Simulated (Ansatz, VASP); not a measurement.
# Two plane-wave programs on Zr8N9

```
Zr N
1.0
     0.00000    4.59460   -4.59460
     4.59460    4.59460    0.00000
     4.59460    0.00000   -4.59460
Zr N
8 9
Direct
  0.25010 0.75010 0.25010
  0.25010 0.24969 0.25010
  0.74969 0.75010 0.25010
  0.74714 0.24714 0.25859
  0.25010 0.75010 0.74969
  0.25859 0.24714 0.74714
  0.74714 0.75859 0.74714
  0.74714 0.24714 0.74714
  0.45508 0.51497 0.01497
  0.50470 0.00470 0.98591
  0.01497 0.51497 0.01497
  0.01497 0.95508 0.01497
  0.50470 0.48591 0.50470
  0.50470 0.00470 0.50470
  0.01497 0.51497 0.45508
  0.98591 0.00470 0.50470
  0.87500 0.37500 0.87500
```

Alike in both runs: functional PBE; k mesh 1 × 1 × 1; occupations gaussian, width 0.1 eV; no spin polarisation.

Ansatz relaxed the structure, and its values are those at the end. VASP's run is a single point on that final structure, the one shown.

|  | VASP | Ansatz |
| --- | --- | --- |
| version | VASP 6.6.1 | Ansatz 0.2.0 |
| potentials or method | VASP PAW PBE potentials, release 64 (Zr_sv, N), cutoff 520 eV | scalar-relativistic, plane waves, PAW |
| valence electrons in the cell | 141 | 141 |

```tsv
	VASP	Ansatz	Ansatz less VASP
rms of the force components (eV/Å)	0.010	0.006	-0.0039
```
